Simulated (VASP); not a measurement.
The system is Hf.

```xyz
2
Lattice="0.0000 3.1146 3.1146 3.1146 0.0000 3.1146 3.1146 3.1146 0.0000" Properties=species:S:1:pos:R:3 pbc="T T T"
Hf    0.7786    0.7786    0.7786
Hf    5.4505    5.4505    5.4505
```

```yaml
Program: VASP 6.6.1
Task: relaxation of cell and atoms
Functional: PBEsol
Potentials_or_basis: VASP PAW PBE potentials, release 64 (Hf_pv)
Cutoff: 600 eV
k_mesh: 9 × 9 × 9
Occupations: fermi-dirac, width 0.1 eV
Spin: no spin polarisation
```

At the start: pressure 1.9 GPa; volume 30.21 Å³/atom.

How do energy, volume and symmetry change on relaxing?

Over 3 steps the energy falls by 10.9 meV/atom and the volume is 32.13 Å³/atom (+6.3 %); space group Fd-3m (No. 227, to 0.05 Å).

The path:
| step | energy change (eV) | largest force (eV/Å) | pressure (GPa) | volume (Å³) |
| --- | --- | --- | --- | --- |
| 1 | 0.0000 | 0.0000 | 1.91 | 60.43 |
| 2 | -0.0212 | 0.0000 | 0.27 | 63.64 |
| 3 | -0.0217 | 0.0000 | -0.01 | 64.25 |

Final structure:
```
CELL_PARAMETERS angstrom
0.00000 3.17894 3.17894
3.17894 0.00000 3.17894
3.17894 3.17894 0.00000
ATOMIC_POSITIONS crystal
Hf 0.12500 0.12500 0.12500
Hf 0.87500 0.87500 0.87500
```

Caveat: the PAW data sets were made with another functional, which shifts forces and pressure a little.
